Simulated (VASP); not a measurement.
# Nb5O (P6/mmm) in VASP: single point with PBE

Aim: the single point of Nb5O with PBE.

All numbers are computed with VASP 6.6.1; they aren't measurements. Logs are shortened: lines on timing, memory, paths and dates and some standing lists are left out, and cuts for length are marked.

**1. The cell of the first run**

The structure is hexagonal, space group P6/mmm (No. 191). Conventional cell: a = 4.697 Å, b = 4.697 Å, c = 5.314 Å, α = 90.00°, β = 90.00°, γ = 120.00°. Nb (site symmetry 3m) has 8 Nb at 2.58 to 3.00 Å and 3 O at 3.04 Å within 3.4 Å. Within 3.5 Å of Nb (site symmetry 6/mmm) lie 2 O at 2.66 Å and 12 Nb at 3.00 Å. O (site symmetry 6/mmm) has 14 Nb at 2.66 to 3.04 Å within 3.5 Å.

The cell was generated, and may not be a known phase.

**2. Single point, PBE**

Input file INCAR:

```
ALGO     = Normal         # electronic algorithm
EDIFF    = 1E-6           # SCF threshold, eV
ENCUT    = 520            # plane-wave cutoff, eV
GGA      = PE             # functional
ISIF     = 2              # what is computed and relaxed
ISMEAR   = 0              # smearing method
LASPH    = T              # aspherical terms in the spheres
LCHARG   = T              # write CHGCAR
LELF     = T              # ELF
LREAL    = F              # projectors in reciprocal space
LVHAR    = T            
LWAVE    = F              # write WAVECAR
NBANDS   = 44             # bands
NELM     = 80             # most SCF steps
PREC     = Accurate       # precision mode
SIGMA    = 0.1            # smearing width, eV
```

Input file KPOINTS:

```
k-points
0
Gamma
  12 12 8
```

Input file POSCAR:

```
Nb5O
1.0
    4.6972350913      0.0000000000      0.0000000000
   -2.3486175457      4.0679249166      0.0000000000
    0.0000000000      0.0000000000      5.3137064402
Nb O
5 1
Direct
    0.3333333333      0.6666666667      0.2573844199
    0.3333333333      0.6666666667      0.7426155801
    0.6666666667      0.3333333333      0.7426155801
    0.6666666667      0.3333333333      0.2573844199
    0.0000000000      0.0000000000      0.5000000000
    0.0000000000      0.0000000000      0.0000000000
```

Potentials or basis: VASP PAW PBE potentials, release 64 (Nb_sv, O).

The run is started by

```console
cat potpaw_PBE.64/Nb_sv/POTCAR potpaw_PBE.64/O/POTCAR > POTCAR
mpirun -np 1 vasp_std > vasp.out
```

OUTCAR:

```text
EDIFF = 1E-6
   ENCUT = 520
   GGA = PE
   ISIF = 2
   ISMEAR = 0
   LASPH = T
   LREAL = F
   NELM = 80
   PREC = Accurate

 ion  position               nearest neighbor table
   1  0.333  0.667  0.257-   2 2.58   4 2.71   4 2.71   4 2.71   2 2.74   5 3.00   5 3.00   5 3.00

   2  0.333  0.667  0.743-   1 2.58   3 2.71   3 2.71   3 2.71   1 2.74   5 3.00   5 3.00   5 3.00

   3  0.667  0.333  0.743-   4 2.58   2 2.71   2 2.71   2 2.71   4 2.74   5 3.00   5 3.00   5 3.00

   4  0.667  0.333  0.257-   3 2.58   1 2.71   1 2.71   1 2.71   3 2.74   5 3.00   5 3.00   5 3.00

   5  0.000  0.000  0.500-   1 3.00   2 3.00   3 3.00   4 3.00   3 3.00   4 3.00   1 3.00   2 3.00
                             3 3.00   4 3.00   1 3.00   2 3.00
   6  0.000  0.000  0.000-

  LATTYP: Found a hexagonal cell.
 ALAT       =     4.6972350913
 C/A-ratio  =     1.1312413232

  Lattice vectors:

 A1 = (   4.6972350913,   0.0000000000,   0.0000000000)
 A2 = (  -2.3486175457,   4.0679249166,   0.0000000000)
 A3 = (   0.0000000000,   0.0000000000,   5.3137064402)

Analysis of symmetry for initial positions (statically):
=====================================================================
 Subroutine PRICEL returns:
 Original cell was already a primitive cell.

 Routine SETGRP: Setting up the symmetry group for a
 hexagonal supercell.

 Subroutine GETGRP returns: Found 24 space group operations
 (whereof 24 operations were pure point group operations)
 out of a pool of 24 trial point group operations.

The static configuration has the point symmetry D_6h.

Analysis of symmetry for dynamics (positions and initial velocities):
=====================================================================
 Subroutine PRICEL returns:
 Original cell was already a primitive cell.

 Routine SETGRP: Setting up the symmetry group for a
 hexagonal supercell.

 Subroutine GETGRP returns: Found 24 space group operations
 (whereof 24 operations were pure point group operations)
 out of a pool of 24 trial point group operations.

The dynamic configuration has the point symmetry D_6h.

 Subroutine INISYM returns: Found 24 space group operations
 (whereof 24 operations are pure point group operations),
 and found     1 'primitive' translations

----------------------------------------------------------------------------------------

                                     Primitive cell

[... 100 lines left out ...]
   EDIFFG = 0.1E-04   stopping-criterion for IOM
   NSW    =      0    number of steps for IOM
   IBRION =     -1    ionic relax: 0-MD 1-quasi-New 2-CG
   NFREE  =      0    steps in history (QN), initial steepest desc. (CG)
   ISIF   =      2    stress and relaxation
   ISYM   =      2    0-nonsym 1-usesym 2-fastsym
   POTIM  = 0.5000    time-step for ionic-motion
   TEBEG  =    0.0;   TEEND  =   0.0 temperature during run
   PSTRESS=    0.0 pullay stress
   NELECT =      71.0000    total number of electrons
   NUPDOWN=      -1.0000    fix difference up-down
   EMIN   =  10.00;   EMAX   =-10.00  energy-range for DOS
   EFERMI =   0.00;   METHOD = LEGACY
   ISMEAR =     0;   SIGMA  =   0.10  broadening in eV -4-tet -1-fermi 0-gaus
   EFERMI_NEDOS =   21; number of points for ismear=-14 and -15
   IALGO  =     38    algorithm
   IMIX   =      4    mixing-type and parameters
     AMIX     =   0.40;   BMIX     =  1.00
     AMIX_MAG =   1.60;   BMIX_MAG =  1.00
  volume/ion in A,a.u.               =      16.92       114.20
  Fermi-wavevector in a.u.,A,eV,Ry     =   1.453082  2.745926 28.727971  2.111446
  Thomas-Fermi vector in A             =   2.570389
   LORBIT       =      0    0 simple, 1 ext, 2 COOP (PROOUT), +10 PAW based schemes
   GGA     = PE    functional components
   LHFCALC =     F    Hartree Fock is set to
   AEXX    =    0.0000 exact exchange contribution
   IVDW    =     0    specifies the selected vdW correction
   LEPSILON=     F    determine dielectric tensor
   LRPA    =     F    only Hartree local field effects (RPA)
 non-spin polarized calculation
 Gauss-broadening in eV      SIGMA  =   0.10
  energy-cutoff  :      520.00
  volume of cell :      101.53
 maximum number of plane-waves:      2780
 NGX is ok and might be reduce to    36
   NGX = 17   NGY = 17   NGZ = 19

 number of electron      70.9999989 magnetization

 Free energy of the ion-electron system (eV)
  ---------------------------------------------------
  ext. energy  EPLUGINS =         0.00000000
  ---------------------------------------------------
  free energy    TOTEN  =       -53.60641410 eV

  energy without entropy =      -53.58003278  energy(sigma->0) =      -53.59322344

 E-fermi :  10.5029     XC(G=0): -12.1659

 val. band max:       10.4959981292   @ k =   0.2500   0.2500   0.3750
 cond. band min:      10.5052368222   @ k =   0.2500  -0.0000   0.5000
 fundamental gap:      0.0092386930
 Fermi energy:        10.5028522077

 k-point     1 :       0.0000    0.0000    0.0000
  band No.  band energies     occupation
      1     -44.5367      2.00000
      2     -44.2503      2.00000
      3     -44.0339      2.00000
      4     -43.9944      2.00000
      5     -43.7584      2.00000
      6     -21.1881      2.00000
[... 1117 lines left out ...]
     43      12.6338      0.00000
     44      13.4577      0.00000

 [... further k-points ...]

------------------------ aborting loop because EDIFF is reached ----------------------------------------

  FORCE on cell =-STRESS in cart. coord.  units (eV):
  Direction    XX          YY          ZZ          XY          YZ          ZX
  --------------------------------------------------------------------------------------
  -------------------------------------------------------------------------------------
  Total       -0.1432854     -0.1432854     -0.1681040      0.0000000     -0.0000000     -0.0000000
  in kB       -2.2609955     -2.2609955     -2.6526256      0.0000000     -0.0000000     -0.0000000
  external PRESSURE =      -2.3915389 kB  Pullay stress =       0.0000000 kB

 VOLUME and BASIS-vectors are now :
 -----------------------------------------------------------------------------
  energy-cutoff  :      520.00
  volume of cell :      101.53
      direct lattice vectors                 reciprocal lattice vectors
     4.697235091  0.000000000  0.000000000     0.212891197  0.122912790  0.000000000
    -2.348617546  4.067924917  0.000000000     0.000000000  0.245825580  0.000000000
     0.000000000  0.000000000  5.313706440     0.000000000  0.000000000  0.188192557

 POSITION                                       TOTAL-FORCE (eV/Angst)
 -----------------------------------------------------------------------------------
     -0.00000      2.71195      1.36767         0.000000     -0.000000      0.007360
     -0.00000      2.71195      3.94604         0.000000      0.000000     -0.007360
      2.34862      1.35597      3.94604        -0.000000      0.000000     -0.007360
      2.34862      1.35597      1.36767        -0.000000      0.000000      0.007360
      0.00000      0.00000      2.65685         0.000000     -0.000000      0.000000
      0.00000      0.00000      0.00000         0.000000     -0.000000      0.000000
 -----------------------------------------------------------------------------------
    total drift:                               -0.000000      0.000000     -0.000000

  FREE ENERGIE OF THE ION-ELECTRON SYSTEM (eV)
  ---------------------------------------------------
  free  energy   TOTEN  =       -53.6064140958 eV

  energy  without entropy=      -53.5800327771  energy(sigma->0) =      -53.59322344
```

OSZICAR:

```text
N       E                     dE             d eps       ncg     rms          rms(c)
DAV:   1     0.954922987590E+03    0.95492E+03   -0.38983E+04  8376   0.168E+03
DAV:   2     0.312528237980E+02   -0.92367E+03   -0.90447E+03  9516   0.708E+02
DAV:   3    -0.498788619074E+02   -0.81132E+02   -0.78713E+02 14472   0.147E+02
DAV:   4    -0.560936071855E+02   -0.62147E+01   -0.60822E+01 14152   0.365E+01
DAV:   5    -0.564863454228E+02   -0.39274E+00   -0.38828E+00 14072   0.942E+00    0.166E+01
DAV:   6    -0.547088913809E+02    0.17775E+01   -0.14797E+01 12240   0.216E+01    0.103E+01
DAV:   7    -0.537639428179E+02    0.94495E+00   -0.82549E+00 13192   0.115E+01    0.518E+00
DAV:   8    -0.535713764083E+02    0.19257E+00   -0.12027E+00 12784   0.643E+00    0.180E+00
DAV:   9    -0.536063331634E+02   -0.34957E-01   -0.28521E-01 14256   0.290E+00    0.132E+00
DAV:  10    -0.536052235666E+02    0.11096E-02   -0.99122E-02 13168   0.203E+00    0.638E-01
DAV:  11    -0.536068296955E+02   -0.16061E-02   -0.20885E-02 13200   0.107E+00    0.164E-01
DAV:  12    -0.536064047005E+02    0.42499E-03   -0.20889E-03 13584   0.325E-01    0.647E-02
DAV:  13    -0.536064198841E+02   -0.15184E-04   -0.18471E-04 12560   0.978E-02    0.130E-02
DAV:  14    -0.536064147335E+02    0.51505E-05   -0.19505E-05 12984   0.314E-02    0.752E-03
DAV:  15    -0.536064140958E+02    0.63773E-06   -0.16089E-06  7784   0.117E-02
   1 F= -.53606414E+02 E0= -.53593223E+02  d E =-.263813E-01
```

stdout:

```text
POSCAR found type information on POSCAR NbO
 POSCAR found :  2 types and       6 ions
 scaLAPACK will be used
 LDA part: xc-table for (Slater+PW92), standard interpolation
 POSCAR, INCAR and KPOINTS ok, starting setup
 FFT: planning ... GRIDC
 FFT: planning ... GRID_SOFT
 FFT: planning ... GRID
 WAVECAR not read
 entering main loop
```

It took 2.9 min on 1 thread of Intel Xeon 6975P-C (Granite Rapids), shared host; peak memory 0.43 GiB.

Results:

```yaml
Free_energy: -53.6064 eV
Pressure: -0.2 GPa
Largest_force: 0.007 eV/Å
Band_gap_on_the_k_mesh: zero (an odd number of electrons rules out a gap without spin polarisation)
```

Forces in eV/Å, atoms in the order of the input:
```
Nb   0.000  0.000  0.007
Nb   0.000  0.000 -0.007
Nb   0.000  0.000 -0.007
Nb   0.000  0.000  0.007
Nb   0.000  0.000  0.000
O    0.000  0.000  0.000
```

Levels at points of the mesh, in eV from the Fermi level:
```csv
k point,band 32,band 33,band 34,band 35,band 36,band 37,band 38,band 39
"(0.00, 0.00, 0.00)",-0.63,-0.63,-0.51,-0.51,-0.35,0.23,1.03,1.03
"(0.50, 0.00, 0.00)",-1.62,-1.38,-1.28,-0.89,-0.67,-0.06,1.10,1.47
"(0.00, 0.00, 0.50)",-0.80,-0.77,-0.77,-0.56,-0.47,0.56,0.56,1.05
"(0.50, 0.00, 0.50)",-1.25,-1.15,-0.97,-0.36,0.48,0.52,0.61,1.11
```
